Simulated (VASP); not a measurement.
# Sn (I4_1/amd) in VASP: a series of runs

Sn is run at these levels: r2SCAN; tasks: single point.

Program: VASP 6.6.1. These are calculated values, not measurements. Logs are shortened: lines on timing, memory, paths and dates and some standing lists are left out, and cuts for length are marked.

## Step 1: The cell of the first run

The structure is tetragonal, space group I4_1/amd (No. 141). The conventional cell has a = 4.901 Å, b = 4.901 Å, c = 5.892 Å, α = 90.00°, β = 90.00°, γ = 90.00°. Sn (site symmetry -4m2) has 4 Sn at 2.86 Å within 3.8 Å.

## Step 2: Single point, r2SCAN

File POSCAR:

```
Sn
1.0
    0.0000000000      3.4658609982      2.9459818485
    3.4658609982      0.0000000000      2.9459818485
    3.4658609982      3.4658609982      0.0000000000
Sn
2
Direct
    0.5000000000      0.5000000000      0.5000000000
    0.7500000000      0.7500000000      0.7500000000
```

File INCAR.step1:

```
SYSTEM = Sn
PREC = Accurate
ENCUT = 520
ISMEAR = 0
SIGMA = 0.15
LREAL = .False.
LASPH = .True.
NELM = 100
NBANDS = 21
GGA = PE
ALGO = Normal
EDIFF = 1E-4
LWAVE = .True.
LCHARG = .False.
```

File INCAR.step2:

```
SYSTEM = Sn
PREC = Accurate
ENCUT = 520
EDIFF = 1E-7
ISMEAR = 0
SIGMA = 0.15
LREAL = .False.
LASPH = .True.
NELM = 100
ALGO = Normal
ISIF = 2
LWAVE = .False.
LCHARG = .False.
METAGGA = R2SCAN
LMIXTAU = .True.
NBANDS = 21
ISTART = 1
```

File KPOINTS:

```
Automatic mesh
0
Gamma
  18 18 18
  0 0 0
```

Potentials or basis: VASP PAW PBE potentials, release 64 (Sn_d).

Launch:

```bash
$ cat potpaw_PBE.64/Sn_d/POTCAR > POTCAR
$ cp INCAR.step1 INCAR
$ mpirun -np 1 vasp_std > vasp.out
$ cp INCAR.step2 INCAR
$ mpirun -np 1 vasp_std > vasp.out
```

OUTCAR:

```text
SYSTEM = Sn
   PREC = Accurate
   ENCUT = 520
   EDIFF = 1E-7
   ISMEAR = 0
   LREAL = .False.
   LASPH = .True.
   NELM = 100
   ISIF = 2
   METAGGA = R2SCAN
   ISTART = 1

 ion  position               nearest neighbor table
   1  0.500  0.500  0.500-   2 2.86   2 2.86   2 2.86   2 2.86
   2  0.750  0.750  0.750-   1 2.86   1 2.86   1 2.86   1 2.86

  LATTYP: Found a body centered tetragonal cell.
 ALAT       =     4.9014676290
 C/A-ratio  =     1.2020815280

  Lattice vectors:

 A1 = (   0.0000000000,  -3.4658609982,  -2.9459818485)
 A2 = (   0.0000000000,   3.4658609982,  -2.9459818485)
 A3 = (   3.4658609982,   0.0000000000,   2.9459818485)

Analysis of symmetry for initial positions (statically):
=====================================================================
 Subroutine PRICEL returns:
 Original cell was already a primitive cell.

 Routine SETGRP: Setting up the symmetry group for a
 body centered tetragonal supercell.

 Subroutine GETGRP returns: Found 16 space group operations
 (whereof  8 operations were pure point group operations)
 out of a pool of 16 trial point group operations.

The static configuration has the point symmetry D_2d.
 The point group associated with its full space group is D_4h.

Analysis of symmetry for dynamics (positions and initial velocities):
=====================================================================
 Subroutine PRICEL returns:
 Original cell was already a primitive cell.

 Routine SETGRP: Setting up the symmetry group for a
 body centered tetragonal supercell.

 Subroutine GETGRP returns: Found 16 space group operations
 (whereof  8 operations were pure point group operations)
 out of a pool of 16 trial point group operations.

The dynamic configuration has the point symmetry D_2d.
 The point group associated with its full space group is D_4h.

 Subroutine INISYM returns: Found 16 space group operations
 (whereof  8 operations are pure point group operations),
 and found     1 'primitive' translations

----------------------------------------------------------------------------------------

                                     Primitive cell

  volume of cell :      70.7754

  direct lattice vectors                    reciprocal lattice vectors
     0.000000000  3.465860998  2.945981849    -0.144264297  0.144264297  0.169722702
     3.465860998  0.000000000  2.945981849     0.144264297 -0.144264297  0.169722702
     3.465860998  3.465860998  0.000000000     0.144264297  0.144264297 -0.169722702

  length of vectors
     4.548736254  4.548736254  4.901467629     0.265386832  0.265386832  0.265386832

  position of ions in fractional coordinates (direct lattice)
     0.500000000  0.500000000  0.500000000
     0.750000000  0.750000000  0.750000000

  ion indices of the primitive-cell ions
   primitive index   ion index
                 1           1
                 2           2

----------------------------------------------------------------------------------------

 KPOINTS: Automatic mesh

Automatic generation of k-mesh.
 Grid dimensions read from file:
 generate k-points for:   18   18   18

 Generating k-lattice:

  Cartesian coordinates                     Fractional coordinates (reciprocal lattice)
    -0.008014683  0.008014683  0.009429039     0.055555556  0.000000000  0.000000000
     0.008014683 -0.008014683  0.009429039     0.000000000  0.055555556  0.000000000
     0.008014683  0.008014683 -0.009429039    -0.000000000 -0.000000000  0.055555556

  Length of vectors
     0.014743713  0.014743713  0.014743713

  Shift w.r.t. Gamma in fractional coordinates (k-lattice)
     0.000000000  0.000000000  0.000000000

 Subroutine IBZKPT returns following result:
 ===========================================

 Found    480 irreducible k-points:

 Following reciprocal coordinates:
            Coordinates               Weight
  0.000000  0.000000  0.000000      1.000000
  0.055556 -0.000000  0.000000      8.000000
  0.111111 -0.000000  0.000000      8.000000
  0.166667  0.000000  0.000000      8.000000
  0.222222  0.000000  0.000000      8.000000
  0.277778  0.000000  0.000000      8.000000
[... 16 lines left out ...]
 -0.277778  0.055556  0.000000      8.000000
 -0.222222  0.055556  0.000000      8.000000
 [... further k-points ...]
   k-points           NKPTS =    480   k-points in BZ     NKDIM =    480   number of bands    NBANDS=     21
   number of dos      NEDOS =    301   number of ions     NIONS =      2
   total plane-waves  NPLWV =  46656
   dimension x,y,z NGX =    36 NGY =   36 NGZ =   36
   dimension x,y,z NGXF=    72 NGYF=   72 NGZF=   72
   ions per type =               2
   NGX,Y,Z   is equivalent  to a cutoff of  13.16, 13.16, 12.21 a.u.
   NGXF,Y,Z  is equivalent  to a cutoff of  26.31, 26.31, 24.42 a.u.
 SYSTEM =  Sn
   PREC   = accura    normal or accurate (medium, high low for compatibility)
   ISTART =      1    job   : 0-new  1-cont  2-samecut
   ICHARG =      0    charge: 1-file 2-atom 10-const
   ISPIN  =      1    spin polarized calculation?
   LNONCOLLINEAR =      F non collinear calculations
   LSORBIT =      F    spin-orbit coupling
   LASPH  =      T    aspherical Exc in radial PAW
   ENCUT  =  520.0 eV  38.22 Ry    6.18 a.u.   8.46  8.46  9.11*2*pi/ulx,y,z
   NELM   =    100;   NELMIN=  2; NELMDL=  0     # of ELM steps
   EDIFF  = 0.1E-06   stopping-criterion for ELM
   LREAL  =      F    real-space projection
   EDIFFG = 0.1E-05   stopping-criterion for IOM
   NSW    =      0    number of steps for IOM
   IBRION =     -1    ionic relax: 0-MD 1-quasi-New 2-CG
   NFREE  =      0    steps in history (QN), initial steepest desc. (CG)
   ISIF   =      2    stress and relaxation
   ISYM   =      2    0-nonsym 1-usesym 2-fastsym
   POTIM  = 0.5000    time-step for ionic-motion
   TEBEG  =    0.0;   TEEND  =   0.0 temperature during run
   PSTRESS=    0.0 pullay stress
   NELECT =      28.0000    total number of electrons
   NUPDOWN=      -1.0000    fix difference up-down
   EMIN   =  10.00;   EMAX   =-10.00  energy-range for DOS
   EFERMI =   0.00;   METHOD = LEGACY
   ISMEAR =     0;   SIGMA  =   0.15  broadening in eV -4-tet -1-fermi 0-gaus
   EFERMI_NEDOS =   21; number of points for ismear=-14 and -15
   IALGO  =     38    algorithm
   IMIX   =      4    mixing-type and parameters
     AMIX     =   0.40;   BMIX     =  1.00
     AMIX_MAG =   1.60;   BMIX_MAG =  1.00
  volume/ion in A,a.u.               =      35.39       238.81
  Fermi-wavevector in a.u.,A,eV,Ry     =   1.201803  2.271079 19.651319  1.444331
  Thomas-Fermi vector in A             =   2.337602
   LORBIT       =      0    0 simple, 1 ext, 2 COOP (PROOUT), +10 PAW based schemes
   METAGGA = R2SCAN    functional components
   LHFCALC =     F    Hartree Fock is set to
   AEXX    =    0.0000 exact exchange contribution
   IVDW    =     0    specifies the selected vdW correction
   LEPSILON=     F    determine dielectric tensor
   LRPA    =     F    only Hartree local field effects (RPA)
 non-spin polarized calculation
 Gauss-broadening in eV      SIGMA  =   0.15
  energy-cutoff  :      520.00
  volume of cell :       70.78
 maximum number of plane-waves:      1931
 NGX is ok and might be reduce to    36

 number of electron      27.9999987 magnetization

 Free energy of the ion-electron system (eV)
  ---------------------------------------------------
  ext. energy  EPLUGINS =         0.00000000
  ---------------------------------------------------
  free energy    TOTEN  =       -49.38532871 eV

  energy without entropy =      -49.38306400  energy(sigma->0) =      -49.38419636

 E-fermi :   5.2482     XC(G=0):  -9.4477

 val. band max:        5.2444562776   @ k =   0.3333   0.0000   0.0000
 cond. band min:       5.2947971206   @ k =   0.3889   0.3333   0.0000
 fundamental gap:      0.0503408430
 Fermi energy:         5.2482242887

 k-point     1 :       0.0000    0.0000    0.0000
  band No.  band energies     occupation
      1     -17.1564      2.00000
      2     -17.0906      2.00000
      3     -17.0906      2.00000
      4     -17.0647      2.00000
      5     -17.0401      2.00000
      6     -16.8085      2.00000
[... 13 lines left out ...]
     20      12.2057      0.00000
     21      13.1728      0.00000

 k-point     2 :       0.0556   -0.0000    0.0000
  band No.  band energies     occupation
      1     -17.1566      2.00000
      2     -17.0939      2.00000
      3     -17.0933      2.00000
      4     -17.0599      2.00000
      5     -17.0362      2.00000
      6     -16.8182      2.00000
[... 13 lines left out ...]
     20      12.0662      0.00000
     21      12.8416      0.00000

 k-point     3 :       0.1111   -0.0000    0.0000
  band No.  band energies     occupation
      1     -17.1575      2.00000
      2     -17.0999      2.00000
      3     -17.0990      2.00000
      4     -17.0497      2.00000
      5     -17.0268      2.00000
      6     -16.8310      2.00000
[... 13 lines left out ...]
     20      11.8864      0.00000
     21      12.5338      0.00000

 k-point     4 :       0.1667    0.0000    0.0000
  band No.  band energies     occupation
      1     -17.1594      2.00000
      2     -17.1053      2.00000
      3     -17.1041      2.00000
      4     -17.0380      2.00000
      5     -17.0157      2.00000
      6     -16.8432      2.00000
[... 13 lines left out ...]
     20      11.8626      0.00000
     21      12.5867      0.00000

 k-point     5 :       0.2222    0.0000    0.0000
  band No.  band energies     occupation
      1     -17.1626      2.00000
      2     -17.1092      2.00000
      3     -17.1069      2.00000
      4     -17.0266      2.00000
      5     -17.0049      2.00000
      6     -16.8542      2.00000
[... 13 lines left out ...]
     20      12.0632      0.00000
     21      13.0715      0.00000

 k-point     6 :       0.2778    0.0000    0.0000
  band No.  band energies     occupation
      1     -17.1664      2.00000
      2     -17.1116      2.00000
      3     -17.1074      2.00000
      4     -17.0166      2.00000
      5     -16.9956      2.00000
      6     -16.8634      2.00000
[... 13 lines left out ...]
     20      12.4915      0.00000
     21      13.3437      0.00000

 k-point     7 :       0.3333    0.0000    0.0000
  band No.  band energies     occupation
      1     -17.1703      2.00000
      2     -17.1127      2.00000
      3     -17.1066      2.00000
      4     -17.0087      2.00000
      5     -16.9885      2.00000
      6     -16.8705      2.00000
[... 13 lines left out ...]
     20      13.1056      0.00000
     21      13.4381      0.00000
[... 291 lines left out ...]
      1     -17.1782      2.00000
      2     -17.1145      2.00000
      3     -17.1005      2.00000
      4     -16.9952      2.00000
      5     -16.9797      2.00000
      6     -16.8800      2.00000
[... 13 lines left out ...]
     20      13.4362      0.00000
     21      14.4213      0.00000

 k-point    21 :      -0.3889    0.0556    0.0000
  band No.  band energies     occupation
      1     -17.1784      2.00000
      2     -17.1158      2.00000
      3     -17.1031      2.00000
      4     -16.9957      2.00000
      5     -16.9812      2.00000
      6     -16.8790      2.00000
[... 13 lines left out ...]
     20      13.5975      0.00000
     21      13.9770      0.00000

 k-point    22 :      -0.3333    0.0556    0.0000
  band No.  band energies     occupation
      1     -17.1770      2.00000
      2     -17.1165      2.00000
      3     -17.1060      2.00000
      4     -16.9992      2.00000
      5     -16.9846      2.00000
      6     -16.8760      2.00000
[... 13 lines left out ...]
     20      12.8398      0.00000
     21      13.8691      0.00000

 k-point    23 :      -0.2778    0.0556    0.0000
  band No.  band energies     occupation
      1     -17.1742      2.00000
      2     -17.1163      2.00000
      3     -17.1084      2.00000
      4     -17.0058      2.00000
      5     -16.9901      2.00000
      6     -16.8709      2.00000
[... 13 lines left out ...]
     20      12.2142      0.00000
     21      13.6827      0.00000

 k-point    24 :      -0.2222    0.0556    0.0000
  band No.  band energies     occupation
      1     -17.1706      2.00000
      2     -17.1148      2.00000
      3     -17.1095      2.00000
      4     -17.0154      2.00000
      5     -16.9977      2.00000
      6     -16.8636      2.00000
[... 13 lines left out ...]
     20      11.7753      0.00000
     21      13.1851      0.00000

 [... further k-points ...]

------------------------ aborting loop because EDIFF is reached ----------------------------------------

  FORCE on cell =-STRESS in cart. coord.  units (eV):
  Direction    XX          YY          ZZ          XY          YZ          ZX
  --------------------------------------------------------------------------------------
  -------------------------------------------------------------------------------------
  Total       -0.7121302     -0.7121302      1.0674983      0.0000000      0.0000000     -0.0000000
  in kB      -16.1208393    -16.1208393     24.1654806      0.0000000      0.0000000     -0.0000000
  external PRESSURE =      -2.6920660 kB  Pullay stress =       0.0000000 kB

 VOLUME and BASIS-vectors are now :
 -----------------------------------------------------------------------------
  energy-cutoff  :      520.00
  volume of cell :       70.78
      direct lattice vectors                 reciprocal lattice vectors
     0.000000000  3.465860998  2.945981849    -0.144264297  0.144264297  0.169722702
     3.465860998  0.000000000  2.945981849     0.144264297 -0.144264297  0.169722702
     3.465860998  3.465860998  0.000000000     0.144264297  0.144264297 -0.169722702

 POSITION                                       TOTAL-FORCE (eV/Angst)
 -----------------------------------------------------------------------------------
      3.46586      3.46586      2.94598        -0.000000     -0.000000     -0.000000
      5.19879      5.19879      4.41897         0.000000      0.000000      0.000000
 -----------------------------------------------------------------------------------
    total drift:                                0.000000      0.000000      0.000000

  FREE ENERGIE OF THE ION-ELECTRON SYSTEM (eV)
  ---------------------------------------------------
  free  energy   TOTEN  =       -49.3853287115 eV

  energy  without entropy=      -49.3830640013  energy(sigma->0) =      -49.38419636
```

Run time: 22 min. Hardware: 1 thread of Oxide Virtual Turin-like, shared host; peak memory 0.61 GiB.

Results:

| Quantity | Value |
| --- | --- |
| Free energy | -49.3853 eV |
| Pressure | -0.3 GPa |
| Band gap on the k mesh | zero (bands 14 and 15 overlap by 0.55 eV) |

Stress tensor (GPa, compression positive):
```
-1.61  0.00  0.00
 0.00 -1.61  0.00
 0.00  0.00  2.42
```

Levels at points of the mesh, in eV from the Fermi level:
```csv
k point,band 11,band 12,band 13,band 14,band 15,band 16,band 17,band 18
"(0.00, 0.00, 0.00)",-10.88,-0.81,-0.35,-0.35,0.60,1.80,2.54,2.54
"(0.50, 0.00, 0.00)",-9.22,-6.47,-1.73,-0.73,-0.24,3.00,3.88,6.22
"(0.50, 0.50, 0.00)",-7.37,-7.37,-3.10,-3.10,0.31,0.31,7.94,7.94
"(0.50, 0.00, 0.50)",-7.92,-7.92,-2.21,-2.21,1.31,1.31,6.99,6.99
```

Caveat: the PAW data sets were made with another functional, which shifts forces and pressure a little; spin-orbit coupling is left out, which moves the levels of the heavy elements.

## Step 3: Single point, r2SCAN

This run uses another cell than the first one, of the same volume but with other edges.

File POSCAR:

```
Sn
1.0
    0.0000000000      3.5665850263      2.7819363205
    3.5665850263      0.0000000000      2.7819363205
    3.5665850263      3.5665850263      0.0000000000
Sn
2
Direct
    0.5000000000      0.5000000000      0.5000000000
    0.7500000000      0.7500000000      0.7500000000
```

File INCAR.step1:

```
PREC = Accurate
ENCUT = 520
ISMEAR = 0
SIGMA = 0.15
LREAL = False
LASPH = True
NELM = 80
NBANDS = 21
GGA = PE
ALGO = Normal
EDIFF = 1E-4
LWAVE = True
LCHARG = False
```

File INCAR.step2:

```
PREC = Accurate
ENCUT = 520
EDIFF = 1E-6
ISMEAR = 0
SIGMA = 0.15
LREAL = False
LASPH = True
NELM = 80
ALGO = Normal
ISIF = 2
LWAVE = False
LCHARG = False
METAGGA = R2SCAN
LMIXTAU = True
NBANDS = 21
ISTART = 1
```

File KPOINTS:

```
regular mesh
0
Gamma
  18 18 18
```

Potentials or basis: VASP PAW PBE potentials, release 64 (Sn_d).

Launch:

```bash
$ cat potpaw_PBE.64/Sn_d/POTCAR > POTCAR
$ cp INCAR.step1 INCAR
$ mpirun -np 1 vasp_std > vasp.out
$ cp INCAR.step2 INCAR
$ mpirun -np 1 vasp_std > vasp.out
```

Wall time 43 min (1 thread of Oxide Virtual Turin-like, shared host); peak memory 0.62 GiB.

The run converged. Its results:

* Free energy: -49.2739 eV
* Pressure: -0.7 GPa
* Band gap on the k mesh: zero (bands 14 and 15 overlap by 0.85 eV)

Stress tensor (GPa, compression positive):
```
-2.27  0.00  0.00
 0.00 -2.27  0.00
 0.00  0.00  2.36
```

Levels at points of the mesh, in eV from the Fermi level:
```
           k point  band 11  band 12  band 13  band 14  band 15  band 16  band 17  band 18
(0.00, 0.00, 0.00)   -10.72    -0.90    -0.38    -0.38     0.96     1.80     2.93     2.93
(0.50, 0.00, 0.00)    -9.04    -6.33    -1.80    -0.44    -0.41     2.94     4.20     6.76
(0.50, 0.50, 0.00)    -7.07    -7.07    -3.21    -3.21     0.21     0.21     8.04     8.04
(0.50, 0.00, 0.50)    -7.86    -7.86    -1.82    -1.82     1.66     1.66     6.37     6.37
```

Caveat: the PAW data sets were made with another functional, which shifts forces and pressure a little; spin-orbit coupling is left out, which moves the levels of the heavy elements.

The gap in the log of VASP goes by the Fermi energy; the results here count the filled bands.